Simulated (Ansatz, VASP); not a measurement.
## One calculation of BiAs, two programs

```
Bi As
1.0
     0.00000    2.80779    2.80779
     2.80779    0.00000    2.80779
     2.80779    2.80779    0.00000
Bi As
1 1
Direct
  0.00000 0.00000 0.00000
  0.50000 0.50000 0.50000
```

Alike in both runs: task relaxation of cell and atoms; functional PBE; k mesh 13 × 13 × 13; occupations fermi-dirac, width 0.05 eV; no spin polarisation.

|  | VASP | Ansatz |
| --- | --- | --- |
| version | VASP 6.6.1 | Ansatz 0.2.0 |
| potentials or method | VASP PAW PBE potentials, release 64 (Bi_d, As) | PAW with Ansatz's default frozen-core files, scalar-relativistic |
| plane-wave cutoff (eV) | 600 | 420 |
| valence electrons in the cell | 20 | 30 |

```tsv
	VASP	Ansatz	Ansatz less VASP
relaxed volume (Å³/atom)	27.45	27.45	0.000
relaxed cell length with the largest relative difference (Å)	4.266	4.266	0.0000
```

VASP's potentials hold 20 valence electrons a cell and Ansatz's 30, so a difference there can come from the potentials and not from the codes.

Spin-orbit coupling is off throughout. Noted on VASP's run: the volume moved by over 15 % at a fixed basis, so the end points are rough.
